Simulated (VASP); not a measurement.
# Ag (Fd-3m) in VASP: notebook

Ag is run at these levels: r2SCAN; tasks: single point, relaxation of cell and atoms.

Everything below comes from runs of VASP 6.6.1. Logs are shortened: lines on timing, memory, paths and dates and some standing lists are left out, and cuts for length are marked.

## 1. The cell of the first run

Symmetry: Fd-3m, No. 227, cubic system. Conventional cell: a = 6.095 Å, b = 6.095 Å, c = 6.095 Å, α = 90.00°, β = 90.00°, γ = 90.00°. Ag (site symmetry -43m) has 4 Ag at 2.64 Å within 3.5 Å.

This isn't the form of Ag at room conditions, which is fcc.

## 2. Single point, r2SCAN (28.30 Å³/atom)

POSCAR reads:

```
Ag
1.0
    0.0000000000      3.0473280896      3.0473280896
    3.0473280896      0.0000000000      3.0473280896
    3.0473280896      3.0473280896      0.0000000000
Ag
2
Direct
    0.1250000000      0.1250000000      0.1250000000
    0.8750000000      0.8750000000      0.8750000000
```

INCAR.step1 reads:

```
SYSTEM = Ag
  PREC = Accurate
  ENCUT = 520
  ISMEAR = -1
  SIGMA = 0.1
  LREAL = .FALSE.
  LASPH = .TRUE.
  NELM = 60
  NBANDS = 18
  GGA = PE
  ALGO = Normal
  EDIFF = 1E-4
  LWAVE = .TRUE.
  LCHARG = .FALSE.
```

INCAR.step2 reads:

```
SYSTEM = Ag
  PREC = Accurate
  ENCUT = 520
  EDIFF = 1E-6
  ISMEAR = -1
  SIGMA = 0.1
  LREAL = .FALSE.
  LASPH = .TRUE.
  NELM = 60
  ALGO = Normal
  ISIF = 2
  LWAVE = .FALSE.
  LCHARG = .FALSE.
  METAGGA = R2SCAN
  LMIXTAU = .TRUE.
  NBANDS = 18
  ISTART = 1
```

KPOINTS reads:

```
Automatic mesh
0
G
  10 10 10
  0 0 0
```

Potentials or basis: VASP PAW PBE potentials, release 64 (Ag).

Started as:

```
> cat potpaw_PBE.64/Ag/POTCAR > POTCAR
> cp INCAR.step1 INCAR
> mpirun -np 1 vasp_std > vasp.out
> cp INCAR.step2 INCAR
> mpirun -np 1 vasp_std > vasp.out
```

OUTCAR:

```text
SYSTEM = Ag
   PREC = Accurate
   ENCUT = 520
   EDIFF = 1E-6
   ISMEAR = -1
   LREAL = .FALSE.
   LASPH = .TRUE.
   NELM = 60
   ISIF = 2
   METAGGA = R2SCAN
   ISTART = 1

 ion  position               nearest neighbor table
   1  0.125  0.125  0.125-   2 2.64   2 2.64   2 2.64   2 2.64
   2  0.875  0.875  0.875-   1 2.64   1 2.64   1 2.64   1 2.64

  LATTYP: Found a face centered cubic cell.
 ALAT       =     6.0946561792

  Lattice vectors:

 A1 = (   0.0000000000,   3.0473280896,   3.0473280896)
 A2 = (   3.0473280896,   0.0000000000,   3.0473280896)
 A3 = (   3.0473280896,   3.0473280896,   0.0000000000)

Analysis of symmetry for initial positions (statically):
=====================================================================
 Subroutine PRICEL returns:
 Original cell was already a primitive cell.

 Routine SETGRP: Setting up the symmetry group for a
 face centered cubic supercell.

 Subroutine GETGRP returns: Found 48 space group operations
 (whereof 12 operations were pure point group operations)
 out of a pool of 48 trial point group operations.

The static configuration has the point symmetry D_3d.
 The point group associated with its full space group is O_h .

Analysis of symmetry for dynamics (positions and initial velocities):
=====================================================================
 Subroutine PRICEL returns:
 Original cell was already a primitive cell.

 Routine SETGRP: Setting up the symmetry group for a
 face centered cubic supercell.

 Subroutine GETGRP returns: Found 48 space group operations
 (whereof 12 operations were pure point group operations)
 out of a pool of 48 trial point group operations.

The dynamic configuration has the point symmetry D_3d.
 The point group associated with its full space group is O_h .

 Subroutine INISYM returns: Found 48 space group operations
 (whereof 12 operations are pure point group operations),
 and found     1 'primitive' translations

----------------------------------------------------------------------------------------

                                     Primitive cell

  volume of cell :      56.5962

  direct lattice vectors                    reciprocal lattice vectors
     0.000000000  3.047328090  3.047328090    -0.164078165  0.164078165  0.164078165
     3.047328090  0.000000000  3.047328090     0.164078165 -0.164078165  0.164078165
     3.047328090  3.047328090  0.000000000     0.164078165  0.164078165 -0.164078165

  length of vectors
     4.309572713  4.309572713  4.309572713     0.284191718  0.284191718  0.284191718

  position of ions in fractional coordinates (direct lattice)
     0.125000000  0.125000000  0.125000000
     0.875000000  0.875000000  0.875000000

  ion indices of the primitive-cell ions
   primitive index   ion index
                 1           1
                 2           2

----------------------------------------------------------------------------------------

 KPOINTS: Automatic mesh

Automatic generation of k-mesh.
 Grid dimensions read from file:
 generate k-points for:   10   10   10

 Generating k-lattice:

  Cartesian coordinates                     Fractional coordinates (reciprocal lattice)
    -0.016407816  0.016407816  0.016407816     0.100000000  0.000000000  0.000000000
     0.016407816 -0.016407816  0.016407816     0.000000000  0.100000000  0.000000000
     0.016407816  0.016407816 -0.016407816     0.000000000  0.000000000  0.100000000

  Length of vectors
     0.028419172  0.028419172  0.028419172

  Shift w.r.t. Gamma in fractional coordinates (k-lattice)
     0.000000000  0.000000000  0.000000000

 Subroutine IBZKPT returns following result:
 ===========================================

 Found     47 irreducible k-points:

 Following reciprocal coordinates:
            Coordinates               Weight
  0.000000  0.000000  0.000000      1.000000
  0.100000  0.000000  0.000000      8.000000
  0.200000  0.000000  0.000000      8.000000
  0.300000  0.000000  0.000000      8.000000
  0.400000  0.000000  0.000000      8.000000
  0.500000  0.000000  0.000000      4.000000
[... 16 lines left out ...]
  0.300000  0.300000  0.000000      6.000000
  0.400000  0.300000  0.000000     24.000000
 [... further k-points ...]
   k-points           NKPTS =     47   k-points in BZ     NKDIM =     47   number of bands    NBANDS=     18
   number of dos      NEDOS =    301   number of ions     NIONS =      2
   total plane-waves  NPLWV =  32768
   dimension x,y,z NGX =    32 NGY =   32 NGZ =   32
   dimension x,y,z NGXF=    64 NGYF=   64 NGZF=   64
   ions per type =               2
   NGX,Y,Z   is equivalent  to a cutoff of  12.34, 12.34, 12.34 a.u.
   NGXF,Y,Z  is equivalent  to a cutoff of  24.69, 24.69, 24.69 a.u.
 SYSTEM =  Ag
   PREC   = accura    normal or accurate (medium, high low for compatibility)
   ISTART =      1    job   : 0-new  1-cont  2-samecut
   ICHARG =      0    charge: 1-file 2-atom 10-const
   ISPIN  =      1    spin polarized calculation?
   LNONCOLLINEAR =      F non collinear calculations
   LSORBIT =      F    spin-orbit coupling
   LASPH  =      T    aspherical Exc in radial PAW
   ENCUT  =  520.0 eV  38.22 Ry    6.18 a.u.   8.01  8.01  8.01*2*pi/ulx,y,z
   NELM   =     60;   NELMIN=  2; NELMDL=  0     # of ELM steps
   EDIFF  = 0.1E-05   stopping-criterion for ELM
   LREAL  =      F    real-space projection
   EDIFFG = 0.1E-04   stopping-criterion for IOM
   NSW    =      0    number of steps for IOM
[... 5 lines left out ...]
   TEBEG  =    0.0;   TEEND  =   0.0 temperature during run
   PSTRESS=    0.0 pullay stress
   NELECT =      22.0000    total number of electrons
   NUPDOWN=      -1.0000    fix difference up-down
   EMIN   =  10.00;   EMAX   =-10.00  energy-range for DOS
   EFERMI =   0.00;   METHOD = LEGACY
   ISMEAR =    -1;   SIGMA  =   0.10  broadening in eV -4-tet -1-fermi 0-gaus
   EFERMI_NEDOS =   21; number of points for ismear=-14 and -15
   IALGO  =     38    algorithm
   IMIX   =      4    mixing-type and parameters
     AMIX     =   0.40;   BMIX     =  1.00
     AMIX_MAG =   1.60;   BMIX_MAG =  1.00
  volume/ion in A,a.u.               =      28.30       190.97
  Fermi-wavevector in a.u.,A,eV,Ry     =   1.194776  2.257799 19.422178  1.427490
  Thomas-Fermi vector in A             =   2.330758
   LORBIT       =      0    0 simple, 1 ext, 2 COOP (PROOUT), +10 PAW based schemes
   METAGGA = R2SCAN    functional components
   LHFCALC =     F    Hartree Fock is set to
   AEXX    =    0.0000 exact exchange contribution
   IVDW    =     0    specifies the selected vdW correction
   LEPSILON=     F    determine dielectric tensor
   LRPA    =     F    only Hartree local field effects (RPA)
 non-spin polarized calculation
  energy-cutoff  :      520.00
  volume of cell :       56.60
 maximum number of plane-waves:      1540
   NGX = 17   NGY = 17   NGZ = 17

 number of electron      22.0000002 magnetization

 Free energy of the ion-electron system (eV)
  ---------------------------------------------------
  ext. energy  EPLUGINS =         0.00000000
  ---------------------------------------------------
  free energy    TOTEN  =       -40.98543414 eV

  energy without entropy =      -40.96874354  energy(sigma->0) =      -40.97708884

 E-fermi :   3.0511     XC(G=0):  -9.6431

 val. band max:        2.9915821761   @ k =  -0.3000   0.4000   0.2000
 cond. band min:       3.2084574771   @ k =   0.5000   0.5000   0.0000
 fundamental gap:      0.2168753009
 Fermi energy:         3.0511117321

 k-point     1 :       0.0000    0.0000    0.0000
  band No.  band energies     occupation
      1      -1.9440      2.00000
      2      -1.9026      2.00000
      3      -1.9026      2.00000
      4      -1.8847      2.00000
      5      -1.8847      2.00000
      6      -1.8847      2.00000
[... 10 lines left out ...]
     17      12.8516      0.00000
     18      13.4399      0.00000

 k-point     2 :       0.1000    0.0000    0.0000
  band No.  band energies     occupation
      1      -1.9945      2.00000
      2      -1.9945      2.00000
      3      -1.8921      2.00000
      4      -1.8187      2.00000
      5      -1.7684      2.00000
      6      -1.7684      2.00000
[... 10 lines left out ...]
     17      13.5760      0.00000
     18      14.0223      0.00000

 k-point     3 :       0.2000    0.0000    0.0000
  band No.  band energies     occupation
      1      -2.0465      2.00000
      2      -2.0465      2.00000
      3      -1.8941      2.00000
      4      -1.6631      2.00000
      5      -1.6631      2.00000
      6      -1.5253      2.00000
[... 10 lines left out ...]
     17      14.0935      0.00000
     18      14.1968      0.00000

 k-point     4 :       0.3000    0.0000    0.0000
  band No.  band energies     occupation
      1      -2.0452      2.00000
      2      -2.0452      2.00000
      3      -1.8911      2.00000
      4      -1.6263      2.00000
      5      -1.6263      2.00000
      6      -1.3126      2.00000
[... 375 lines left out ...]
      4      -1.6903      2.00000
      5      -1.3900      2.00000
      6      -1.2528      2.00000
[... 10 lines left out ...]
     17      14.4740      0.00000
     18      14.5924      0.00000

 k-point    23 :       0.3000    0.3000    0.0000
  band No.  band energies     occupation
      1      -2.2261      2.00000
      2      -1.9410      2.00000
      3      -1.9410      2.00000
      4      -1.4874      2.00000
      5      -1.4225      2.00000
      6      -1.1938      2.00000
[... 10 lines left out ...]
     17      17.8027      0.00000
     18      17.8027      0.00000

 k-point    24 :       0.4000    0.3000    0.0000
  band No.  band energies     occupation
      1      -2.2178      2.00000
      2      -1.9602      2.00000
      3      -1.9581      2.00000
      4      -1.5269      2.00000
      5      -1.3678      2.00000
      6      -1.0970      2.00000
[... 10 lines left out ...]
     17      17.6887      0.00000
     18      17.7447      0.00000

 [... further k-points ...]

------------------------ aborting loop because EDIFF is reached ----------------------------------------

  FORCE on cell =-STRESS in cart. coord.  units (eV):
  Direction    XX          YY          ZZ          XY          YZ          ZX
  --------------------------------------------------------------------------------------
  -------------------------------------------------------------------------------------
  Total        0.0191174      0.0191174      0.0191174     -0.0000000     -0.0000000      0.0000000
  in kB        0.5411924      0.5411924      0.5411924     -0.0000000     -0.0000000      0.0000000
  external PRESSURE =       0.5411924 kB  Pullay stress =       0.0000000 kB

 VOLUME and BASIS-vectors are now :
 -----------------------------------------------------------------------------
  energy-cutoff  :      520.00
  volume of cell :       56.60
      direct lattice vectors                 reciprocal lattice vectors
     0.000000000  3.047328090  3.047328090    -0.164078165  0.164078165  0.164078165
     3.047328090  0.000000000  3.047328090     0.164078165 -0.164078165  0.164078165
     3.047328090  3.047328090  0.000000000     0.164078165  0.164078165 -0.164078165

 POSITION                                       TOTAL-FORCE (eV/Angst)
 -----------------------------------------------------------------------------------
      0.76183      0.76183      0.76183         0.000000      0.000000      0.000000
      5.33282      5.33282      5.33282        -0.000000     -0.000000     -0.000000
 -----------------------------------------------------------------------------------
    total drift:                                0.000000      0.000000     -0.000000

  FREE ENERGIE OF THE ION-ELECTRON SYSTEM (eV)
  ---------------------------------------------------
  free  energy   TOTEN  =       -40.9854341361 eV

  energy  without entropy=      -40.9687435355  energy(sigma->0) =      -40.97708884
```

It took 89 s on 1 thread of Intel Xeon 6975P-C (Granite Rapids), shared host; peak memory 0.2 GiB.

Results:

| Property | Result |
| --- | --- |
| Free energy | -40.9854 eV |
| Pressure | 0.1 GPa |
| Band gap on the k mesh | zero (bands 11 and 12 overlap by 1.17 eV) |

Levels at points of the mesh, in eV from the Fermi level:
```
           k point  band 8  band 9  band 10  band 11  band 12  band 13  band 14  band 15
(0.00, 0.00, 0.00)   -3.54   -3.54    -2.92    -2.92     9.20     9.20     9.20     9.80
(0.50, 0.00, 0.00)   -3.42   -2.96    -2.96    -0.92    -0.67     6.62     6.62     9.50
(0.50, 0.50, 0.00)   -3.80   -2.84    -2.84     0.16     0.16     3.69     3.69     7.33
```

Caveat: the PAW data sets were made with another functional, which shifts forces and pressure a little.

## 3. Single point, r2SCAN (29.43 Å³/atom)

This run uses another cell than the first one, of 29.43 Å³/atom.

POSCAR reads:

```
Ag
1.0
    0.0000000000      3.0874291105      3.0874291105
    3.0874291105      0.0000000000      3.0874291105
    3.0874291105      3.0874291105      0.0000000000
Ag
2
Direct
    0.1250000000      0.1250000000      0.1250000000
    0.8750000000      0.8750000000      0.8750000000
```

INCAR.step1 reads:

```
ALGO = Normal
EDIFF = 1E-4
ENCUT = 520
GGA = PE
ISMEAR = -1
LASPH = True
LCHARG = False
LREAL = False
LWAVE = True
NBANDS = 18
NELM = 100
PREC = Accurate
SIGMA = 0.1
```

INCAR.step2 reads:

```
ALGO = Normal
EDIFF = 1E-6
ENCUT = 520
ISIF = 2
ISMEAR = -1
ISTART = 1
LASPH = True
LCHARG = False
LMIXTAU = True
LREAL = False
LWAVE = False
METAGGA = R2SCAN
NBANDS = 18
NELM = 100
PREC = Accurate
SIGMA = 0.1
```

KPOINTS reads:

```
k-points
0
Gamma
  10 10 10
```

Potentials or basis: VASP PAW PBE potentials, release 64 (Ag).

Started as:

```
> cat potpaw_PBE.64/Ag/POTCAR > POTCAR
> cp INCAR.step1 INCAR
> mpirun -np 1 vasp_std > vasp.out
> cp INCAR.step2 INCAR
> mpirun -np 1 vasp_std > vasp.out
```

Wall time 95 s (1 thread of Intel Xeon 6975P-C (Granite Rapids), shared host); peak memory 0.21 GiB.

Results (log left out):

| Quantity | Value |
| --- | --- |
| Free energy | -40.9766 eV |
| Pressure | -1.3 GPa |
| Band gap on the k mesh | zero (bands 11 and 12 overlap by 1.04 eV) |

Levels at points of the mesh, in eV from the Fermi level:
```
           k point  band 9  band 10  band 11  band 12  band 13  band 14
(0.00, 0.00, 0.00)   -3.49    -2.93    -2.93     8.92     8.92     8.92
(0.50, 0.00, 0.00)   -2.96    -2.96    -0.96    -0.59     6.45     6.45
(0.50, 0.50, 0.00)   -2.85    -2.85     0.13     0.13     3.66     3.66
```

Caveat: the PAW data sets were made with another functional, which shifts forces and pressure a little.

## 4. Single point, r2SCAN (30.56 Å³/atom)

This run uses another cell than the first one, of 30.56 Å³/atom.

POSCAR reads:

```
Ag
1.0
    0.0000000000      3.1265146409      3.1265146409
    3.1265146409      0.0000000000      3.1265146409
    3.1265146409      3.1265146409      0.0000000000
Ag
2
Direct
    0.1250000000      0.1250000000      0.1250000000
    0.8750000000      0.8750000000      0.8750000000
```

INCAR.step1 reads:

```
PREC = Accurate
ENCUT = 520
ISMEAR = -1
SIGMA = 0.1
LREAL = False
LASPH = True
NELM = 80
NBANDS = 18
GGA = PE
ALGO = Normal
EDIFF = 1E-4
LWAVE = True
LCHARG = False
```

INCAR.step2 reads:

```
PREC = Accurate
ENCUT = 520
EDIFF = 1E-6
ISMEAR = -1
SIGMA = 0.1
LREAL = False
LASPH = True
NELM = 80
ALGO = Normal
ISIF = 2
LWAVE = False
LCHARG = True
METAGGA = R2SCAN
LMIXTAU = True
LELF = True
LVHAR = True
NBANDS = 18
ISTART = 1
```

KPOINTS reads:

```
regular mesh
0
Gamma
  10 10 10
```

Started as:

```
> cat potpaw_PBE.64/Ag/POTCAR > POTCAR
> cp INCAR.step1 INCAR
> mpirun -np 1 vasp_std > vasp.out
> cp INCAR.step2 INCAR
> mpirun -np 1 vasp_std > vasp.out
```

It took 3.1 min on 1 thread of Intel Xeon 6975P-C (Granite Rapids), shared host; peak memory 0.23 GiB.

The run converged. Its results:

| Quantity | Value |
| --- | --- |
| Free energy | -40.9505 eV |
| Pressure | -2.4 GPa |
| Band gap on the k mesh | zero (bands 11 and 12 overlap by 0.92 eV) |

Levels at points of the mesh, in eV from the Fermi level:
```
           k point  band 8  band 9  band 10  band 11  band 12  band 13  band 14  band 15
(0.00, 0.00, 0.00)   -3.46   -3.46    -2.95    -2.95     8.66     8.66     8.66     9.33
(0.50, 0.00, 0.00)   -3.38   -2.97    -2.97    -0.99    -0.51     6.29     6.29     9.07
(0.50, 0.50, 0.00)   -3.69   -2.87    -2.87     0.11     0.11     3.62     3.62     6.97
```

Caveat: the PAW data sets were made with another functional, which shifts forces and pressure a little.

## 5. Single point, r2SCAN (31.69 Å³/atom)

This run uses another cell than the first one, of 31.69 Å³/atom.

POSCAR reads:

```
Ag
1.0
    0.0000000000      3.1646466263      3.1646466263
    3.1646466263      0.0000000000      3.1646466263
    3.1646466263      3.1646466263      0.0000000000
Ag
2
Direct
    0.1250000000      0.1250000000      0.1250000000
    0.8750000000      0.8750000000      0.8750000000
```

INCAR.step1 reads:

```
PREC = Accurate
ENCUT = 520
ISMEAR = -1
SIGMA = 0.1
LREAL = F
LASPH = T
NELM = 100
NBANDS = 18
GGA = PE
ALGO = Normal
EDIFF = 1E-4
LWAVE = T
LCHARG = F
```

INCAR.step2 reads:

```
PREC = Accurate
ENCUT = 520
EDIFF = 1E-6
ISMEAR = -1
SIGMA = 0.1
LREAL = F
LASPH = T
NELM = 100
ALGO = Normal
ISIF = 2
LWAVE = F
LCHARG = T
METAGGA = R2SCAN
LMIXTAU = T
LELF = T
LVHAR = T
NBANDS = 18
ISTART = 1
```

KPOINTS is that of step 4.

Started as:

```
> cat potpaw_PBE.64/Ag/POTCAR > POTCAR
> cp INCAR.step1 INCAR
> mpirun -np 1 vasp_std > vasp.out
> cp INCAR.step2 INCAR
> mpirun -np 1 vasp_std > vasp.out
```

Wall time 2.9 min (1 thread of Intel Xeon 6975P-C (Granite Rapids), shared host); peak memory 0.23 GiB.

It converged, with:

```
Free energy            : -40.9112 eV
Pressure               : -3.2 GPa
Band gap on the k mesh : zero (bands 11 and 12 overlap by 0.81 eV)
```

Levels at points of the mesh, in eV from the Fermi level:
```tsv
k point	band 8	band 9	band 10	band 11	band 12	band 13	band 14	band 15
(0.00, 0.00, 0.00)	-3.44	-3.44	-2.96	-2.96	8.42	8.42	8.42	9.11
(0.50, 0.00, 0.00)	-3.36	-2.98	-2.98	-1.02	-0.44	6.14	6.14	8.74
(0.50, 0.50, 0.00)	-3.65	-2.88	-2.88	0.08	0.08	3.58	3.58	6.80
```

Caveat: the cell stands under tension; the PAW data sets were made with another functional, which shifts forces and pressure a little.

## 6. Single point, r2SCAN

POSCAR reads:

```
Ag
1.0
    0.0000000000      3.0473280896      3.0473280896
    3.0473280896      0.0000000000      3.0473280896
    3.0473280896      3.0473280896      0.0000000000
Ag
2
Direct
    0.1250000000      0.1250000000      0.1250000000
    0.8750000000      0.8750000000      0.8750000000
```

INCAR.step1 reads:

```
SYSTEM = Ag
  ALGO = Normal
  EDIFF = 1E-4
  ENCUT = 520
  GGA = PE
  ISMEAR = -1
  LASPH = .True.
  LCHARG = .False.
  LREAL = .False.
  LWAVE = .True.
  NBANDS = 18
  NELM = 60
  PREC = Accurate
  SIGMA = 0.1
```

INCAR.step2 reads:

```
SYSTEM = Ag
  ALGO = Normal
  EDIFF = 1E-6
  ENCUT = 520
  ISIF = 2
  ISMEAR = -1
  ISTART = 1
  LASPH = .True.
  LCHARG = .False.
  LMIXTAU = .True.
  LREAL = .False.
  LWAVE = .False.
  METAGGA = R2SCAN
  NBANDS = 18
  NELM = 60
  PREC = Accurate
  SIGMA = 0.1
```

KPOINTS reads:

```
k-points
0
Gamma
  15 15 15
  0 0 0
```

Potentials or basis: VASP PAW PBE potentials, release 64 (Ag).

Started as:

```
> cat potpaw_PBE.64/Ag/POTCAR > POTCAR
> cp INCAR.step1 INCAR
> mpirun -np 1 vasp_std > vasp.out
> cp INCAR.step2 INCAR
> mpirun -np 1 vasp_std > vasp.out
```

Run time: 3.6 min. Hardware: 1 thread of Intel Xeon 6975P-C (Granite Rapids), shared host; peak memory 0.25 GiB.

Results (log left out):

```
Free energy            : -40.9840 eV
Pressure               : 0.1 GPa
Band gap on the k mesh : zero (bands 11 and 12 overlap by 0.86 eV)
```

Levels at points of the mesh, in eV from the Fermi level:
| k point | band 7 | band 8 | band 9 | band 10 | band 11 | band 12 | band 13 | band 14 | band 15 | band 16 |
| --- | --- | --- | --- | --- | --- | --- | --- | --- | --- | --- |
| (0.00, 0.00, 0.00) | -3.54 | -3.54 | -3.54 | -2.93 | -2.93 | 9.19 | 9.19 | 9.19 | 9.79 | 9.79 |

Caveat: the PAW data sets were made with another functional, which shifts forces and pressure a little.

[end of part 1 of 2]

The gap in the log of VASP goes by the Fermi energy; the results here count the filled bands.